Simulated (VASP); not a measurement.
# AgCl in VASP: notebook, part 2 of 3

VASP 6.6.1.

## 3. Single point, PBEsol

File INCAR:

```
ALGO = Normal
EDIFF = 1E-6
ENCUT = 520
GGA = PS
ISIF = 2
ISMEAR = 0
LASPH = T
LCHARG = T
LELF = T
LREAL = F
LVHAR = T
LWAVE = F
NBANDS = 16
NELM = 100
PREC = Accurate
SIGMA = 0.05
```

File KPOINTS:

```
k-points
0
Gamma
  12 12 12
```

File POSCAR:

```
AgCl
1.0
    3.3022943729     -0.0582494258     -0.0582494258
   -0.0582494258      3.3022943729     -0.0582494258
   -0.0582494258     -0.0582494258      3.3022943729
Ag Cl
1 1
Direct
    0.0000000000      0.0000000000      0.0000000000
    0.5000000000      0.5000000000      0.5000000000
```

Potentials or basis: VASP PAW PBE potentials, release 64 (Ag, Cl).

Started as:

```bash
> cat potpaw_PBE.64/Ag/POTCAR potpaw_PBE.64/Cl/POTCAR > POTCAR
> mpirun -np 1 vasp_std > vasp.out
```

OUTCAR:

```text
EDIFF = 1E-6
   ENCUT = 520
   GGA = PS
   ISIF = 2
   ISMEAR = 0
   LASPH = T
   LREAL = F
   NELM = 100
   PREC = Accurate

 ion  position               nearest neighbor table
   1  0.000  0.000  0.000-   2 2.76   2 2.76   2 2.89   2 2.89   2 2.89   2 2.89   2 2.89   2 2.89

   2  0.500  0.500  0.500-   1 2.76   1 2.76   1 2.89   1 2.89   1 2.89   1 2.89   1 2.89   1 2.89

  LATTYP: Found a trigonal (rhomboedric) cell.
 ALAT       =     3.3033216792
 COS(alpha) =    -0.0349452721

  Lattice vectors:

 A1 = (   3.3022943729,  -0.0582494258,  -0.0582494258)
 A2 = (  -0.0582494258,   3.3022943729,  -0.0582494258)
 A3 = (  -0.0582494258,  -0.0582494258,   3.3022943729)

Analysis of symmetry for initial positions (statically):
=====================================================================
 Subroutine PRICEL returns:
 Original cell was already a primitive cell.

 Routine SETGRP: Setting up the symmetry group for a
 trigonal (rhombohedral) supercell.

 Subroutine GETGRP returns: Found 12 space group operations
 (whereof 12 operations were pure point group operations)
 out of a pool of 12 trial point group operations.

The static configuration has the point symmetry D_3d.

Analysis of symmetry for dynamics (positions and initial velocities):
=====================================================================
 Subroutine PRICEL returns:
 Original cell was already a primitive cell.

 Routine SETGRP: Setting up the symmetry group for a
 trigonal (rhombohedral) supercell.

 Subroutine GETGRP returns: Found 12 space group operations
 (whereof 12 operations were pure point group operations)
 out of a pool of 12 trial point group operations.

The dynamic configuration has the point symmetry D_3d.

 Subroutine INISYM returns: Found 12 space group operations
 (whereof 12 operations are pure point group operations),
 and found     1 'primitive' translations

----------------------------------------------------------------------------------------

                                     Primitive cell

[... 112 lines left out ...]
  Fermi-wavevector in a.u.,A,eV,Ry     =   1.299631  2.455946 22.980787  1.689040
  Thomas-Fermi vector in A             =   2.430882
   LORBIT       =      0    0 simple, 1 ext, 2 COOP (PROOUT), +10 PAW based schemes
   GGA     = PS    functional components
   LHFCALC =     F    Hartree Fock is set to
   AEXX    =    0.0000 exact exchange contribution
   IVDW    =     0    specifies the selected vdW correction
   LEPSILON=     F    determine dielectric tensor
   LRPA    =     F    only Hartree local field effects (RPA)
 non-spin polarized calculation
 Gauss-broadening in eV      SIGMA  =   0.05
  energy-cutoff  :      520.00
  volume of cell :       35.98
 maximum number of plane-waves:       985
 NGX is ok and might be reduce to    28
   NGX = 13   NGY = 13   NGZ = 13

 number of electron      18.0000003 magnetization

 Free energy of the ion-electron system (eV)
  ---------------------------------------------------
  ext. energy  EPLUGINS =         0.00000000
  ---------------------------------------------------
  free energy    TOTEN  =        -5.81988499 eV

  energy without entropy =       -5.81988499  energy(sigma->0) =       -5.81988499

 E-fermi :   5.6841     XC(G=0): -11.2528

 val. band max:        5.5033051078   @ k =   0.5000  -0.0000  -0.0000
 cond. band min:       5.8568906437   @ k =   0.0000   0.0000   0.0000
 fundamental gap:      0.3535855360
 Fermi energy:         5.6841380359

 k-point     1 :       0.0000    0.0000    0.0000
  band No.  band energies     occupation
      1     -10.0221      2.00000
      2       2.0384      2.00000
      3       2.0384      2.00000
      4       3.1922      2.00000
      5       3.2396      2.00000
      6       3.2822      2.00000
[... 433 lines left out ...]
      3       1.6869      2.00000
      4       2.1488      2.00000
      5       2.3608      2.00000
      6       3.1913      2.00000
[... 8 lines left out ...]
     15      20.5671      0.00000
     16      22.2907      0.00000

 [... further k-points ...]

------------------------ aborting loop because EDIFF is reached ----------------------------------------

  FORCE on cell =-STRESS in cart. coord.  units (eV):
  Direction    XX          YY          ZZ          XY          YZ          ZX
  --------------------------------------------------------------------------------------
  -------------------------------------------------------------------------------------
  Total        0.4226395      0.4226395      0.4226395     -0.0749900     -0.0749900     -0.0749900
  in kB       18.8210399     18.8210399     18.8210399     -3.3394663     -3.3394663     -3.3394663
  external PRESSURE =      18.8210399 kB  Pullay stress =       0.0000000 kB

 VOLUME and BASIS-vectors are now :
 -----------------------------------------------------------------------------
  energy-cutoff  :      520.00
  volume of cell :       35.98
      direct lattice vectors                 reciprocal lattice vectors
     3.302294373 -0.058249426 -0.058249426     0.303011705  0.005440818  0.005440818
    -0.058249426  3.302294373 -0.058249426     0.005440818  0.303011705  0.005440818
    -0.058249426 -0.058249426  3.302294373     0.005440818  0.005440818  0.303011705

 POSITION                                       TOTAL-FORCE (eV/Angst)
 -----------------------------------------------------------------------------------
      0.00000      0.00000      0.00000        -0.000000     -0.000000      0.000000
      1.59290      1.59290      1.59290         0.000000      0.000000     -0.000000
 -----------------------------------------------------------------------------------
    total drift:                               -0.000000      0.000000      0.000000

  FREE ENERGIE OF THE ION-ELECTRON SYSTEM (eV)
  ---------------------------------------------------
  free  energy   TOTEN  =        -5.8198849856 eV

  energy  without entropy=       -5.8198849854  energy(sigma->0) =       -5.81988499
```

OSZICAR:

```text
N       E                     dE             d eps       ncg     rms          rms(c)
DAV:   1     0.100028124096E+03    0.10003E+03   -0.88268E+03  6128   0.104E+03
DAV:   2    -0.268859765507E+01   -0.10272E+03   -0.94161E+02  7792   0.228E+02
DAV:   3    -0.606652109591E+01   -0.33779E+01   -0.33712E+01  7080   0.437E+01
DAV:   4    -0.608630342590E+01   -0.19782E-01   -0.19781E-01  7976   0.366E+00
DAV:   5    -0.608651198775E+01   -0.20856E-03   -0.20856E-03  7368   0.365E-01    0.800E+00
DAV:   6    -0.582929814771E+01    0.25721E+00   -0.44210E-01  7488   0.971E+00    0.528E+00
DAV:   7    -0.582332233973E+01    0.59758E-02   -0.96420E-02  6624   0.207E+00    0.246E+00
DAV:   8    -0.582009373316E+01    0.32286E-02   -0.52993E-03  7712   0.731E-01    0.396E-01
DAV:   9    -0.581987256440E+01    0.22117E-03   -0.50486E-04  7944   0.332E-01    0.466E-02
DAV:  10    -0.581988197025E+01   -0.94058E-05   -0.45314E-05  6992   0.710E-02    0.246E-02
DAV:  11    -0.581988504065E+01   -0.30704E-05   -0.34291E-06  7312   0.151E-02    0.642E-03
DAV:  12    -0.581988498564E+01    0.55010E-07   -0.55696E-07  4000   0.639E-03
   1 F= -.58198850E+01 E0= -.58198850E+01  d E =-.209122E-09
```

stdout:

```text
POSCAR found type information on POSCAR AgCl
 POSCAR found :  2 types and       2 ions
 scaLAPACK will be used
 -----------------------------------------------------------------------------
|                                                                             |
|                                                                             |
|     You enforced a specific xc type in the INCAR file but a different       |
|     I HOPE YOU KNOW WHAT YOU ARE DOING!                                     |
|                                                                             |
 -----------------------------------------------------------------------------

 LDA part: xc-table for (Slater+PW92), standard interpolation
 POSCAR, INCAR and KPOINTS ok, starting setup
 FFT: planning ... GRIDC
 FFT: planning ... GRID_SOFT
 FFT: planning ... GRID
 WAVECAR not read
 entering main loop
```

It took 35 s on 1 thread of Intel Xeon 6975P-C (Granite Rapids), shared host; peak memory 0.23 GiB.

What came out:

```
Free energy            : -5.8199 eV
Pressure               : 1.9 GPa
Band gap on the k mesh : 0.35 eV, indirect (least direct gap 2.34 eV)
```

Caveat: the PAW data sets were made with another functional, which shifts forces and pressure a little.

## 4. Single point, PBEsol

This run uses another cell than the first one, of 17.00 Å³/atom, 0.945 times its volume.

File INCAR:

```
PREC     = Accurate       # precision mode
ENCUT    = 520            # plane-wave cutoff, eV
EDIFF    = 1E-6           # SCF threshold, eV
ISMEAR   = 0              # smearing method
SIGMA    = 0.05           # smearing width, eV
LREAL    = False          # projectors in reciprocal space
LASPH    = True           # aspherical terms in the spheres
NELM     = 80             # most SCF steps
ALGO     = Normal         # electronic algorithm
ISIF     = 2              # what is computed and relaxed
LWAVE    = False          # write WAVECAR
LCHARG   = False          # write CHGCAR
GGA      = PS             # functional
NBANDS   = 16             # bands
```

File KPOINTS:

```
regular mesh
0
Gamma
  12 12 12
```

File POSCAR:

```
AgCl
1.0
    3.2398658686      0.0000000000      0.0000000000
    0.0000000000      3.2398658686      0.0000000000
    0.0000000000      0.0000000000      3.2398658686
Ag Cl
1 1
Direct
    0.0000000000      0.0000000000      0.0000000000
    0.5000000000      0.5000000000      0.5000000000
```

Started as:

```bash
> cat potpaw_PBE.64/Ag/POTCAR potpaw_PBE.64/Cl/POTCAR > POTCAR
> mpirun -np 1 vasp_std > vasp.out
```

Wall time 18 s (1 thread of Intel Xeon Platinum 8488C (Sapphire Rapids), shared host); peak memory 0.16 GiB.

The run converged. Its results:

| Quantity | Value |
| --- | --- |
| Free energy | -5.7648 eV |
| Pressure | 6.6 GPa |
| Band gap on the k mesh | 0.53 eV, indirect (least direct gap 2.67 eV) |

Levels at points of the mesh, in eV from the valence-band top:
| k point | band 7 | band 8 | band 9 | band 10 | band 11 | band 12 |
| --- | --- | --- | --- | --- | --- | --- |
| (0.00, 0.00, 0.00) | -2.14 | -2.14 | -2.14 | 0.53 | 9.05 | 9.05 |
| (0.50, 0.00, 0.00) | -1.77 | 0.00 | 0.00 | 4.80 | 6.30 | 8.55 |
| (0.50, 0.50, 0.00) | -2.61 | -1.83 | -1.28 | 2.50 | 9.49 | 9.49 |
| (0.50, 0.50, 0.50) | -0.18 | -0.18 | -0.18 | 3.97 | 3.97 | 3.97 |

Caveat: the PAW data sets were made with another functional, which shifts forces and pressure a little. A k mesh can miss the band edges.

(Continued in part 3 of 3.)
